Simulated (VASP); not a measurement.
# Cd2TeSe5 (Pmm2) in VASP: relaxation of cell and atoms with PBE

Aim: the relaxation of cell and atoms of Cd2TeSe5 with PBE.

All numbers are computed with VASP 6.6.1; they aren't measurements. Logs are shortened: lines on timing, memory, paths and dates and some standing lists are left out, and cuts for length are marked.

**1. The cell of the first run**

The structure is orthorhombic, space group Pmm2 (No. 25). The conventional cell has a = 4.205 Å, b = 4.738 Å, c = 14.939 Å, α = 90.00°, β = 90.00°, γ = 90.00°. Cd (site symmetry mm2) has 4 Se at 2.70 to 2.78 Å and 4 Cd at 3.18 Å within 3.6 Å. Cd (site symmetry mm2) has 4 Se at 2.71 to 2.77 Å and 4 Cd at 3.18 Å within 3.6 Å. Within 3.4 Å of Te (site symmetry mm2) lie 2 Se at 2.55 Å. Within 3.6 Å of Se (site symmetry mm2) lie 4 Cd at 2.71 to 2.78 Å. Within 3.6 Å of Se (site symmetry mm2) lie 4 Cd at 2.70 to 2.77 Å. Se (site symmetry mm2) has 2 Te at 2.55 Å within 3.4 Å. Se (site symmetry mm2) has 2 Se at 2.44 Å within 3.2 Å. Within 3.2 Å of Se (site symmetry mm2) lie 2 Se at 2.44 Å.

**2. Relaxation of cell and atoms, PBE**

INCAR

```
ALGO = Normal
EDIFF = 1E-7
EDIFFG = -0.04
ENCUT = 500
GGA = PE
GGA_COMPAT = False
IBRION = 2
ISIF = 3
ISMEAR = 0
LASPH = True
LCHARG = False
LREAL = False
LWAVE = False
NELM = 120
NELMIN = 4
NSW = 90
PREC = Accurate
SIGMA = 0.1
```

KPOINTS

```
k-points
0
Gamma
  4 4 2
```

POSCAR

```
Cd2TeSe5
1.0
    4.2054710581      0.0000000000      0.0000000000
    0.0000000000      4.7381368216      0.0000000000
    0.0000000000      0.0000000000     14.9392628397
Cd Te Se
2 1 5
Direct
    0.0000000000      0.0000000000      0.0181722673
    0.5000000000      0.5000000000      0.0004196238
    0.0000000000      0.0000000000      0.3487886930
    0.0000000000      0.5000000000      0.1152516605
    0.5000000000      0.0000000000      0.9043333321
    0.5000000000      0.0000000000      0.4447790194
    0.5000000000      0.5000000000      0.6423839357
    0.0000000000      0.5000000000      0.7258714681
```

Potentials or basis: VASP PAW PBE potentials, release 64 (Cd, Te, Se).

Run with:

```console
> cat potpaw_PBE.64/Cd/POTCAR potpaw_PBE.64/Te/POTCAR potpaw_PBE.64/Se/POTCAR > POTCAR
> mpirun -np 1 vasp_std > vasp.out
```

OUTCAR:

```text
EDIFF = 1E-7
   EDIFFG = -0.04
   ENCUT = 500
   GGA = PE
   IBRION = 2
   ISIF = 3
   ISMEAR = 0
   LASPH = True
   LREAL = False
   NELM = 120
   NELMIN = 4
   NSW = 90
   PREC = Accurate

 ion  position               nearest neighbor table
   1  0.000  0.000  0.018-   5 2.70   5 2.70   4 2.78   4 2.78   2 3.18   2 3.18   2 3.18   2 3.18

   2  0.500  0.500  0.000-   4 2.71   4 2.71   5 2.77   5 2.77   1 3.18   1 3.18   1 3.18   1 3.18

   3  0.000  0.000  0.349-   6 2.55   6 2.55
   4  0.000  0.500  0.115-   2 2.71   2 2.71   1 2.78   1 2.78
   5  0.500  0.000  0.904-   1 2.70   1 2.70   2 2.77   2 2.77
   6  0.500  0.000  0.445-   3 2.55   3 2.55
   7  0.500  0.500  0.642-   8 2.44   8 2.44
   8  0.000  0.500  0.726-   7 2.44   7 2.44

  LATTYP: Found a simple orthorhombic cell.
 ALAT       =     4.2054710581
 B/A-ratio  =     1.1266601901
 C/A-ratio  =     3.5523399480

  Lattice vectors:

 A1 = (   4.2054710581,   0.0000000000,   0.0000000000)
 A2 = (   0.0000000000,   4.7381368216,   0.0000000000)
 A3 = (   0.0000000000,   0.0000000000,  14.9392628397)

Analysis of symmetry for initial positions (statically):
=====================================================================
 Subroutine PRICEL returns:
 Original cell was already a primitive cell.

 Routine SETGRP: Setting up the symmetry group for a
 simple orthorhombic supercell.

 Subroutine GETGRP returns: Found  4 space group operations
 (whereof  4 operations were pure point group operations)
 out of a pool of  8 trial point group operations.

The static configuration has the point symmetry C_2v.

Analysis of symmetry for dynamics (positions and initial velocities):
=====================================================================
 Subroutine PRICEL returns:
 Original cell was already a primitive cell.

 Routine SETGRP: Setting up the symmetry group for a
 simple orthorhombic supercell.

 Subroutine GETGRP returns: Found  4 space group operations
 (whereof  4 operations were pure point group operations)
 out of a pool of  8 trial point group operations.

The dynamic configuration has the point symmetry C_2v.

 Subroutine INISYM returns: Found  4 space group operations
 (whereof  4 operations are pure point group operations),
 and found     1 'primitive' translations

----------------------------------------------------------------------------------------

                                     Primitive cell

  volume of cell :     297.6812

  direct lattice vectors                    reciprocal lattice vectors
     4.205471058  0.000000000  0.000000000     0.237785491  0.000000000  0.000000000
     0.000000000  4.738136822  0.000000000     0.000000000  0.211053424  0.000000000
     0.000000000  0.000000000 14.939262840     0.000000000  0.000000000  0.066937707

  length of vectors
     4.205471058  4.738136822 14.939262840     0.237785491  0.211053424  0.066937707

  position of ions in fractional coordinates (direct lattice)
     0.000000000  0.000000000  0.018172267
     0.500000000  0.500000000  0.000419624
     0.000000000  0.000000000  0.348788693
     0.000000000  0.500000000  0.115251661
     0.500000000  0.000000000  0.904333332
     0.500000000  0.000000000  0.444779019
     0.500000000  0.500000000  0.642383936
     0.000000000  0.500000000  0.725871468

  ion indices of the primitive-cell ions
   primitive index   ion index
                 1           1
                 2           2
                 3           3
                 4           4
                 5           5
                 6           6
                 7           7
                 8           8

----------------------------------------------------------------------------------------

 KPOINTS: k-points

Automatic generation of k-mesh.
 Grid dimensions read from file:
 generate k-points for:    4    4    2

 Generating k-lattice:

  Cartesian coordinates                     Fractional coordinates (reciprocal lattice)
     0.059446373  0.000000000  0.000000000     0.250000000  0.000000000  0.000000000
     0.000000000  0.052763356  0.000000000     0.000000000  0.250000000  0.000000000
     0.000000000  0.000000000  0.033468854     0.000000000  0.000000000  0.500000000

  Length of vectors
     0.059446373  0.052763356  0.033468854

  Shift w.r.t. Gamma in fractional coordinates (k-lattice)
     0.000000000  0.000000000  0.000000000

 Subroutine IBZKPT returns following result:
 ===========================================

 Found     18 irreducible k-points:

 Following reciprocal coordinates:
            Coordinates               Weight
  0.000000  0.000000  0.000000      1.000000
  0.250000  0.000000  0.000000      2.000000
  0.500000  0.000000  0.000000      1.000000
  0.000000  0.250000  0.000000      2.000000
  0.250000  0.250000  0.000000      4.000000
  0.500000  0.250000  0.000000      2.000000
[... 10 lines left out ...]
  0.250000  0.500000  0.500000      2.000000
  0.500000  0.500000  0.500000      1.000000
   k-points           NKPTS =     18   k-points in BZ     NKDIM =     18   number of bands    NBANDS=     36
   number of dos      NEDOS =    301   number of ions     NIONS =      8
   total plane-waves  NPLWV = 129024
   dimension x,y,z NGX =    32 NGY =   36 NGZ =  112
   dimension x,y,z NGXF=    64 NGYF=   72 NGZF=  224
   ions per type =               2   1   5
   NGX,Y,Z   is equivalent  to a cutoff of  12.65, 12.63, 12.46 a.u.
   NGXF,Y,Z  is equivalent  to a cutoff of  25.30, 25.26, 24.93 a.u.
 SYSTEM =  unknown system
   PREC   = accura    normal or accurate (medium, high low for compatibility)
   ISTART =      0    job   : 0-new  1-cont  2-samecut
   ICHARG =      2    charge: 1-file 2-atom 10-const
   ISPIN  =      1    spin polarized calculation?
   LNONCOLLINEAR =      F non collinear calculations
   LSORBIT =      F    spin-orbit coupling
   LASPH  =      T    aspherical Exc in radial PAW
   ENCUT  =  500.0 eV  36.75 Ry    6.06 a.u.   7.67  8.64 27.24*2*pi/ulx,y,z
   NELM   =    120;   NELMIN=  4; NELMDL= -5     # of ELM steps
   EDIFF  = 0.1E-06   stopping-criterion for ELM
   LREAL  =      F    real-space projection
   EDIFFG = -.4E-01   stopping-criterion for IOM
   NSW    =     90    number of steps for IOM
   IBRION =      2    ionic relax: 0-MD 1-quasi-New 2-CG
   NFREE  =      1    steps in history (QN), initial steepest desc. (CG)
   ISIF   =      3    stress and relaxation
   ISYM   =      2    0-nonsym 1-usesym 2-fastsym
   POTIM  = 0.5000    time-step for ionic-motion
   TEBEG  =    0.0;   TEEND  =   0.0 temperature during run
   PSTRESS=    0.0 pullay stress
   NELECT =      60.0000    total number of electrons
   NUPDOWN=      -1.0000    fix difference up-down
   EMIN   =  10.00;   EMAX   =-10.00  energy-range for DOS
   EFERMI =   0.00;   METHOD = LEGACY
   ISMEAR =     0;   SIGMA  =   0.10  broadening in eV -4-tet -1-fermi 0-gaus
   EFERMI_NEDOS =   21; number of points for ismear=-14 and -15
   IALGO  =     38    algorithm
   IMIX   =      4    mixing-type and parameters
     AMIX     =   0.40;   BMIX     =  1.00
     AMIX_MAG =   1.60;   BMIX_MAG =  1.00
  volume/ion in A,a.u.               =      37.21       251.11
  Fermi-wavevector in a.u.,A,eV,Ry     =   0.959860  1.813873 12.535485  0.921332
  Thomas-Fermi vector in A             =   2.089094
   LORBIT       =      0    0 simple, 1 ext, 2 COOP (PROOUT), +10 PAW based schemes
   GGA     = PE    functional components
   LHFCALC =     F    Hartree Fock is set to
   AEXX    =    0.0000 exact exchange contribution
   IVDW    =     0    specifies the selected vdW correction
   LEPSILON=     F    determine dielectric tensor
   LRPA    =     F    only Hartree local field effects (RPA)
 conjugate gradient relaxation of ions
 non-spin polarized calculation
 Gauss-broadening in eV      SIGMA  =   0.10
  energy-cutoff  :      500.00
  volume of cell :      297.68
 maximum number of plane-waves:      7621
 NGX is ok and might be reduce to    32
   NGX = 15   NGY = 17   NGZ = 55

--------------------------------------- Ionic step        1  -------------------------------------------

 number of electron      60.0000012 magnetization

 Free energy of the ion-electron system (eV)
  ---------------------------------------------------
  ext. energy  EPLUGINS =         0.00000000
  ---------------------------------------------------
  free energy    TOTEN  =       -22.64892414 eV

  energy without entropy =      -22.62936932  energy(sigma->0) =      -22.63914673

------------------------ aborting loop because EDIFF is reached ----------------------------------------

  FORCE on cell =-STRESS in cart. coord.  units (eV):
  Direction    XX          YY          ZZ          XY          YZ          ZX
  --------------------------------------------------------------------------------------
  -------------------------------------------------------------------------------------
  Total        1.1209423     -0.6235194      1.8411084      0.0000000      0.0000000      0.0000000
  in kB        6.0331265     -3.3559011      9.9091986      0.0000000      0.0000000      0.0000000
  external PRESSURE =       4.1954747 kB  Pullay stress =       0.0000000 kB
[... 107 lines left out ...]
  FREE ENERGIE OF THE ION-ELECTRON SYSTEM (eV)
  ---------------------------------------------------
  free  energy   TOTEN  =       -22.6903001953 eV

  energy  without entropy=      -22.6740039954  energy(sigma->0) =      -22.68215210

[... ionic steps 4 to 10 ...]

--------------------------------------- Ionic step       11  -------------------------------------------

 number of electron      59.9999991 magnetization

------------------------ aborting loop because EDIFF is reached ----------------------------------------

  FORCE on cell =-STRESS in cart. coord.  units (eV):
  Direction    XX          YY          ZZ          XY          YZ          ZX
  --------------------------------------------------------------------------------------
  -------------------------------------------------------------------------------------
  Total        0.0733272     -0.1536610      0.0115127      0.0000000      0.0000000      0.0000000
  in kB        0.4019492     -0.8423064      0.0631079      0.0000000      0.0000000      0.0000000
  external PRESSURE =      -0.1257498 kB  Pullay stress =       0.0000000 kB
[... 69 lines left out ...]
  energy  without entropy=      -22.7138129473  energy(sigma->0) =      -22.71848120

--------------------------------------- Ionic step       13  -------------------------------------------

 number of electron      59.9999990 magnetization

 Free energy of the ion-electron system (eV)
  ---------------------------------------------------
  ext. energy  EPLUGINS =         0.00000000
  ---------------------------------------------------
  free energy    TOTEN  =       -22.72333260 eV

  energy without entropy =      -22.71417311  energy(sigma->0) =      -22.71875285

 E-fermi :   1.2646     XC(G=0):  -7.6573

 val. band max:        1.2372948554   @ k =   0.0000   0.2500   0.5000
 cond. band min:       1.3249449205   @ k =   0.0000   0.5000   0.5000
 fundamental gap:      0.0876500651
 Fermi energy:         1.2646266128

 k-point     1 :       0.0000    0.0000    0.0000
  band No.  band energies     occupation
      1     -13.7471      2.00000
      2     -13.1310      2.00000
      3     -12.2160      2.00000
      4     -11.8995      2.00000
      5      -9.3888      2.00000
      6      -8.4577      2.00000
[... 726 lines left out ...]
  FREE ENERGIE OF THE ION-ELECTRON SYSTEM (eV)
  ---------------------------------------------------
  free  energy   TOTEN  =       -22.7233325971 eV

  energy  without entropy=      -22.7141731084  energy(sigma->0) =      -22.71875285

 reached required accuracy - stopping structural energy minimisation
```

Run time: 35 min. Hardware: 1 thread of Oxide Virtual Turin-like, shared host; peak memory 0.45 GiB.

Results:

```yaml
Free_energy: -22.7233 eV
Relaxed_volume: 36.40 Å³/atom
Relaxed_cell: a = 4.153 Å, b = 4.601 Å, c = 15.239 Å, α = 90.00°, β = 90.00°, γ = 90.00°
Space_group_after_relaxing_to_0.1_Å: Pmm2 (No. 25)
Energy_gained_by_relaxing: 9.3 meV/atom
Ionic_steps: 13
Pressure_after_relaxing: 0.0 GPa
Largest_force_after_relaxing: 0.035 eV/Å
Band_gap_on_the_k_mesh: zero (bands 30 and 31 overlap by 0.29 eV)
```

Forces in eV/Å, atoms in the order of the input:
```
Cd   0.000  0.000 -0.025
Cd   0.000  0.000  0.030
Te   0.000  0.000  0.035
Se   0.000  0.000  0.008
Se   0.000  0.000 -0.021
Se   0.000  0.000  0.013
Se   0.000  0.000 -0.017
Se   0.000  0.000 -0.021
```

Step by step:
```csv
step,energy change (eV),largest force (eV/Å),pressure (GPa),volume (Å³)
1,0.0000,0.8367,0.42,297.68
2,-0.0374,0.1816,-0.78,301.88
3,-0.0414,0.1263,-0.51,300.87
4,-0.0601,0.1201,-0.21,296.94
5,-0.0639,0.1826,0.00,294.44
6,-0.0686,0.1240,0.03,293.71
7,-0.0699,0.1146,0.07,293.08
8,-0.0722,0.0970,-0.10,293.53
9,-0.0723,0.0906,-0.15,293.69
10,-0.0736,0.0796,0.00,292.20
11,-0.0736,0.0721,-0.01,292.28
12,-0.0742,0.0443,0.01,291.74
13,-0.0744,0.0347,0.02,291.21
```

Final structure:
```xyz
8
Lattice="4.1532 0.0000 0.0000 0.0000 4.6012 0.0000 0.0000 0.0000 15.2389" Properties=species:S:1:pos:R:3 pbc="T T T"
Cd    0.0000    0.0000    0.2719
Cd    2.0766    2.3006    0.0064
Te    0.0000    0.0000    5.2968
Se    0.0000    2.3006    1.7853
Se    2.0766    0.0000   13.7480
Se    2.0766    0.0000    6.8375
Se    2.0766    2.3006    9.7421
Se    0.0000    2.3006   11.0763
```

Caveat: the k points lie up to 0.38 Å⁻¹ apart in the final cell; semilocal functionals underestimate gaps, and a narrow one can read as zero; spin-orbit coupling is left out, which moves the levels of the heavy elements.

The gap in the log of VASP goes by the Fermi energy; the results here count the filled bands.